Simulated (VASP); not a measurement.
Here is a VASP 6.6.1 calculation.

File INCAR:

```
SYSTEM = Si
ALGO     = Normal         ! electronic algorithm
EDIFF    = 1E-6           ! SCF threshold, eV
ENCUT    = 520            ! plane-wave cutoff, eV
GGA      = CA             ! functional
ISIF     = 2              ! what is computed and relaxed
ISMEAR   = 0              ! smearing method
LASPH    = .TRUE.         ! aspherical terms in the spheres
LCHARG   = .FALSE.        ! write CHGCAR
LREAL    = .FALSE.        ! projectors in reciprocal space
LWAVE    = .FALSE.        ! write WAVECAR
NBANDS   = 11             ! bands
NELM     = 60             ! most SCF steps
PREC     = Accurate       ! precision mode
SIGMA    = 0.05           ! smearing width, eV
```

File KPOINTS:

```
k-points
0
G
  12 12 12
  0 0 0
```

POSCAR

```
Si
1.0
    0.0000000000      2.9442836327      2.5453332005
    2.9442836327      0.0000000000      2.5453332005
    2.9442836327      2.9442836327      0.0000000000
Si
2
Direct
    0.5000000000      0.5000000000      0.5000000000
    0.7500000000      0.7500000000      0.7500000000
```

Potentials or basis: VASP PAW LDA potentials, release 64 (Si).

The run is started by

```console
$ cat potpaw_LDA.64/Si/POTCAR > POTCAR
$ mpirun -np 1 vasp_std > vasp.out
```

Question: Estimate the band gap on the k mesh.

Answer: Zero (band 4 reaches 5.41 eV, above the bottom of band 5 at 4.67 eV).

Question: What does it give for the pressure?

Answer: -9.0 GPa.

Stress tensor (GPa, compression positive):
```
-12.32   0.00   0.00
  0.00 -12.32   0.00
  0.00   0.00  -2.34
```
